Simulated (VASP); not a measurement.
# MoS2 (R-3m) in VASP: further runs

MoS2 is run at these levels: LDA, PBEsol, r2SCAN+rVV10, r2SCAN; tasks: single point.

All numbers are computed with VASP 6.6.1; they aren't measurements. Logs are shortened: lines on timing, memory, paths and dates and some standing lists are left out, and cuts for length are marked.

### 1 The cell of the first run

The structure is trigonal, space group R-3m (No. 166). Conventional cell: a = 3.099 Å, b = 3.099 Å, c = 17.779 Å, α = 90.00°, β = 90.00°, γ = 120.00°. Within 3.2 Å of Mo (site symmetry -3m) lie 6 S at 2.40 Å and 6 Mo at 3.10 Å. S (site symmetry 3m) has 3 Mo at 2.40 Å and 9 S at 3.10 to 3.27 Å within 3.3 Å.

### 2 Single point, LDA

Input file INCAR:

```
SYSTEM = MoS2
PREC = Accurate
ENCUT = 520
EDIFF = 1E-6
ISMEAR = 1
SIGMA = 0.15
LREAL = .False.
LASPH = .True.
NELM = 60
ALGO = Normal
ISIF = 2
LWAVE = .False.
LCHARG = .True.
LELF = .True.
LVHAR = .True.
NBANDS = 20
```

Input file KPOINTS:

```
Automatic mesh
0
Gamma
  12 12 12
  0 0 0
```

Input file POSCAR:

```
MoS2
1.0
    1.5497173369      0.8947297216      5.9264403803
   -1.5497173369      0.8947297216      5.9264403803
    0.0000000000     -1.7894594433      5.9264403803
Mo S
1 2
Direct
    0.0000000000      0.0000000000      0.0000000000
    0.7564845590      0.7564845590      0.7564845590
    0.2435154410      0.2435154410      0.2435154410
```

Potentials or basis: VASP PAW LDA potentials, release 64 (Mo_sv, S).

On the command line:

```console
$ cat potpaw_LDA.64/Mo_sv/POTCAR potpaw_LDA.64/S/POTCAR > POTCAR
$ mpirun -np 1 vasp_std > vasp.out
```

OUTCAR:

```text
SYSTEM = MoS2
   PREC = Accurate
   ENCUT = 520
   EDIFF = 1E-6
   ISMEAR = 1
   LREAL = .False.
   LASPH = .True.
   NELM = 60
   ISIF = 2

 ion  position               nearest neighbor table
   1  0.000  0.000  0.000-   2 2.40   2 2.40   3 2.40   3 2.40   2 2.40   3 2.40
   2  0.756  0.756  0.756-   1 2.40   1 2.40   1 2.40
   3  0.244  0.244  0.244-   1 2.40   1 2.40   1 2.40

  LATTYP: Found a trigonal (rhomboedric) cell.
 ALAT       =     6.1907076074
 COS(alpha) =     0.8746701863

  Lattice vectors:

 A1 = (   1.5497173369,   0.8947297216,   5.9264403803)
 A2 = (  -1.5497173369,   0.8947297216,   5.9264403803)
 A3 = (   0.0000000000,  -1.7894594433,   5.9264403803)

Analysis of symmetry for initial positions (statically):
=====================================================================
 Subroutine PRICEL returns:
 Original cell was already a primitive cell.

 Routine SETGRP: Setting up the symmetry group for a
 trigonal (rhombohedral) supercell.

 Subroutine GETGRP returns: Found 12 space group operations
 (whereof 12 operations were pure point group operations)
 out of a pool of 12 trial point group operations.

The static configuration has the point symmetry D_3d.

Analysis of symmetry for dynamics (positions and initial velocities):
=====================================================================
 Subroutine PRICEL returns:
 Original cell was already a primitive cell.

 Routine SETGRP: Setting up the symmetry group for a
 trigonal (rhombohedral) supercell.

 Subroutine GETGRP returns: Found 12 space group operations
 (whereof 12 operations were pure point group operations)
 out of a pool of 12 trial point group operations.

The dynamic configuration has the point symmetry D_3d.

 Subroutine INISYM returns: Found 12 space group operations
 (whereof 12 operations are pure point group operations),
 and found     1 'primitive' translations

----------------------------------------------------------------------------------------

                                     Primitive cell

  volume of cell :      49.3048

  direct lattice vectors                    reciprocal lattice vectors
     1.549717337  0.894729722  5.926440380     0.322639483  0.186275992  0.056245117
    -1.549717337  0.894729722  5.926440380    -0.322639483  0.186275992  0.056245117
     0.000000000 -1.789459443  5.926440380     0.000000000 -0.372551984  0.056245117

  length of vectors
     6.190707607  6.190707607  6.190707607     0.376773797  0.376773797  0.376773797

  position of ions in fractional coordinates (direct lattice)
     0.000000000  0.000000000  0.000000000
     0.756484559  0.756484559  0.756484559
     0.243515441  0.243515441  0.243515441

  ion indices of the primitive-cell ions
   primitive index   ion index
                 1           1
                 2           2
                 3           3

----------------------------------------------------------------------------------------

 KPOINTS: Automatic mesh

Automatic generation of k-mesh.
 Grid dimensions read from file:
 generate k-points for:   12   12   12

 Generating k-lattice:

  Cartesian coordinates                     Fractional coordinates (reciprocal lattice)
     0.026886624  0.015522999  0.004687093     0.083333333  0.000000000  0.000000000
    -0.026886624  0.015522999  0.004687093     0.000000000  0.083333333  0.000000000
     0.000000000 -0.031045999  0.004687093     0.000000000  0.000000000  0.083333333

  Length of vectors
     0.031397816  0.031397816  0.031397816

  Shift w.r.t. Gamma in fractional coordinates (k-lattice)
     0.000000000  0.000000000  0.000000000

 Subroutine IBZKPT returns following result:
 ===========================================

 Found    189 irreducible k-points:

 Following reciprocal coordinates:
            Coordinates               Weight
  0.000000  0.000000  0.000000      1.000000
  0.083333 -0.000000 -0.000000      6.000000
  0.166667 -0.000000 -0.000000      6.000000
  0.250000 -0.000000 -0.000000      6.000000
  0.333333 -0.000000 -0.000000      6.000000
  0.416667 -0.000000 -0.000000      6.000000
[... 16 lines left out ...]
  0.500000  0.166667 -0.000000     12.000000
 -0.416667  0.166667  0.000000     12.000000
 [... further k-points ...]
   k-points           NKPTS =    189   k-points in BZ     NKDIM =    189   number of bands    NBANDS=     20
   number of dos      NEDOS =    301   number of ions     NIONS =      3
   total plane-waves  NPLWV = 110592
   dimension x,y,z NGX =    48 NGY =   48 NGZ =   48
   dimension x,y,z NGXF=    96 NGYF=   96 NGZF=   96
   ions per type =               1   2
   NGX,Y,Z   is equivalent  to a cutoff of  12.89, 12.89, 12.89 a.u.
   NGXF,Y,Z  is equivalent  to a cutoff of  25.78, 25.78, 25.78 a.u.
 SYSTEM =  MoS2
   PREC   = accura    normal or accurate (medium, high low for compatibility)
   ISTART =      0    job   : 0-new  1-cont  2-samecut
   ICHARG =      2    charge: 1-file 2-atom 10-const
   ISPIN  =      1    spin polarized calculation?
   LNONCOLLINEAR =      F non collinear calculations
   LSORBIT =      F    spin-orbit coupling
   LASPH  =      T    aspherical Exc in radial PAW
   ENCUT  =  520.0 eV  38.22 Ry    6.18 a.u.  11.51 11.51 11.51*2*pi/ulx,y,z
   NELM   =     60;   NELMIN=  2; NELMDL= -5     # of ELM steps
   EDIFF  = 0.1E-05   stopping-criterion for ELM
   LREAL  =      F    real-space projection
   EDIFFG = 0.1E-04   stopping-criterion for IOM
   NSW    =      0    number of steps for IOM
   IBRION =     -1    ionic relax: 0-MD 1-quasi-New 2-CG
   NFREE  =      0    steps in history (QN), initial steepest desc. (CG)
   ISIF   =      2    stress and relaxation
   ISYM   =      2    0-nonsym 1-usesym 2-fastsym
   POTIM  = 0.5000    time-step for ionic-motion
   TEBEG  =    0.0;   TEEND  =   0.0 temperature during run
   PSTRESS=    0.0 pullay stress
   NELECT =      26.0000    total number of electrons
   NUPDOWN=      -1.0000    fix difference up-down
   EMIN   =  10.00;   EMAX   =-10.00  energy-range for DOS
   EFERMI =   0.00;   METHOD = LEGACY
   ISMEAR =     1;   SIGMA  =   0.15  broadening in eV -4-tet -1-fermi 0-gaus
   EFERMI_NEDOS =   21; number of points for ismear=-14 and -15
   IALGO  =     38    algorithm
   IMIX   =      4    mixing-type and parameters
     AMIX     =   0.40;   BMIX     =  1.00
     AMIX_MAG =   1.60;   BMIX_MAG =  1.00
  volume/ion in A,a.u.               =      16.43       110.91
  Fermi-wavevector in a.u.,A,eV,Ry     =   1.322623  2.499395 23.801105  1.749332
  Thomas-Fermi vector in A             =   2.452291
   LORBIT       =      0    0 simple, 1 ext, 2 COOP (PROOUT), +10 PAW based schemes
   GGA     = CA    functional components
   LHFCALC =     F    Hartree Fock is set to
   AEXX    =    0.0000 exact exchange contribution
   IVDW    =     0    specifies the selected vdW correction
   LEPSILON=     F    determine dielectric tensor
   LRPA    =     F    only Hartree local field effects (RPA)
 non-spin polarized calculation
 Methfessel and Paxton  Order N= 1 SIGMA  =   0.15
  energy-cutoff  :      520.00
  volume of cell :       49.30
 maximum number of plane-waves:      1346
 NGX is ok and might be reduce to    48
   NGX = 23   NGY = 23   NGZ = 23

 number of electron      26.0000001 magnetization

 Free energy of the ion-electron system (eV)
  ---------------------------------------------------
  ext. energy  EPLUGINS =         0.00000000
  ---------------------------------------------------
  free energy    TOTEN  =       -23.68624696 eV

  energy without entropy =      -23.68671759  energy(sigma->0) =      -23.68640384

 E-fermi :   8.6159     XC(G=0): -11.6226

 val. band max:        8.6141913292   @ k =  -0.3333   0.2500   0.0000
 cond. band min:       8.6275197707   @ k =   0.3333   0.3333   0.3333
 fundamental gap:      0.0133284415
 Fermi energy:         8.6159416579

 k-point     1 :       0.0000    0.0000    0.0000
  band No.  band energies     occupation
      1     -52.6735      2.00000
      2     -27.0034      2.00000
      3     -26.7844      2.00000
      4     -26.7844      2.00000
      5      -6.7339      2.00000
      6      -4.8972      2.00000
[... 12 lines left out ...]
     19      15.7600      0.00000
     20      18.3458      0.00000

 k-point     2 :       0.0833   -0.0000   -0.0000
  band No.  band energies     occupation
      1     -52.6698      2.00000
      2     -26.9967      2.00000
      3     -26.8183      2.00000
      4     -26.7920      2.00000
      5      -6.6109      2.00000
      6      -4.8697      2.00000
[... 12 lines left out ...]
     19      16.1543      0.00000
     20      17.8728      0.00000

 k-point     3 :       0.1667   -0.0000   -0.0000
  band No.  band energies     occupation
      1     -52.6598      2.00000
      2     -26.9784      2.00000
      3     -26.9100      2.00000
      4     -26.8129      2.00000
      5      -6.2595      2.00000
      6      -4.7860      2.00000
[... 12 lines left out ...]
     19      16.7113      0.00000
     20      17.9491      0.00000

 k-point     4 :       0.2500   -0.0000   -0.0000
  band No.  band energies     occupation
      1     -52.6462      2.00000
      2     -27.0337      2.00000
      3     -26.9528      2.00000
      4     -26.8413      2.00000
      5      -5.7420      2.00000
      6      -4.6373      2.00000
[... 12 lines left out ...]
     19      16.5254      0.00000
     20      18.6584      0.00000

 k-point     5 :       0.3333   -0.0000   -0.0000
  band No.  band energies     occupation
      1     -52.6324      2.00000
      2     -27.1548      2.00000
      3     -26.9276      2.00000
      4     -26.8696      2.00000
      5      -5.2110      2.00000
      6      -4.3763      2.00000
[... 12 lines left out ...]
     19      15.9350      0.00000
     20      17.4468      0.00000
[... 353 lines left out ...]
      6      -4.6368      2.00000
[... 12 lines left out ...]
     19      17.5398      0.00000
     20      17.8165      0.00000

 k-point    22 :       0.4167    0.1667    0.0000
  band No.  band energies     occupation
      1     -52.6274      2.00000
      2     -27.1533      2.00000
      3     -26.9294      2.00000
      4     -26.9162      2.00000
      5      -4.9224      2.00000
      6      -4.3572      2.00000
[... 12 lines left out ...]
     19      16.8061      0.00000
     20      17.5806      0.00000

 k-point    23 :       0.5000    0.1667   -0.0000
  band No.  band energies     occupation
      1     -52.6187      2.00000
      2     -27.2116      2.00000
      3     -26.9632      2.00000
      4     -26.9023      2.00000
      5      -4.6588      2.00000
      6      -3.9679      2.00000
[... 12 lines left out ...]
     19      16.3506      0.00000
     20      17.1864      0.00000

 k-point    24 :      -0.4167    0.1667    0.0000
  band No.  band energies     occupation
      1     -52.6155      2.00000
      2     -27.2326      2.00000
      3     -26.9764      2.00000
      4     -26.8965      2.00000
      5      -4.5560      2.00000
      6      -3.8125      2.00000
[... 12 lines left out ...]
     19      16.6245      0.00000
     20      17.0757      0.00000

 [... further k-points ...]
[... 5 lines left out ...]
  --------------------------------------------------------------------------------------
  -------------------------------------------------------------------------------------
  Total        0.0418938      0.0418938      0.0480184      0.0000000     -0.0000000      0.0000000
  in kB        1.3613518      1.3613518      1.5603754      0.0000000     -0.0000000      0.0000000
  external PRESSURE =       1.4276930 kB  Pullay stress =       0.0000000 kB

 VOLUME and BASIS-vectors are now :
 -----------------------------------------------------------------------------
  energy-cutoff  :      520.00
  volume of cell :       49.30
      direct lattice vectors                 reciprocal lattice vectors
     1.549717337  0.894729722  5.926440380     0.322639483  0.186275992  0.056245117
    -1.549717337  0.894729722  5.926440380    -0.322639483  0.186275992  0.056245117
     0.000000000 -1.789459443  5.926440380     0.000000000 -0.372551984  0.056245117

 POSITION                                       TOTAL-FORCE (eV/Angst)
 -----------------------------------------------------------------------------------
      0.00000      0.00000      0.00000         0.000000      0.000000     -0.000000
      0.00000     -0.00000     13.44978         0.000000     -0.000000      0.015912
      0.00000     -0.00000      4.32954         0.000000      0.000000     -0.015912
 -----------------------------------------------------------------------------------
    total drift:                               -0.000000      0.000000     -0.000000

  FREE ENERGIE OF THE ION-ELECTRON SYSTEM (eV)
  ---------------------------------------------------
  free  energy   TOTEN  =       -23.6862469622 eV

  energy  without entropy=      -23.6867175906  energy(sigma->0) =      -23.68640384
```

Run time: 3.6 min. Hardware: 1 thread of Intel Xeon 6975P-C (Granite Rapids), shared host; peak memory 0.37 GiB.

What came out:

- Free energy: -23.6862 eV
- Pressure: 0.1 GPa
- Largest force: 0.016 eV/Å
- Band gap on the k mesh: zero (bands 13 and 14 overlap by 0.46 eV)

Forces in eV/Å, atoms in the order of the input:
```
Mo   0.000  0.000  0.000
S    0.000  0.000  0.016
S    0.000  0.000 -0.016
```

(Continued in part 2 of 2.)
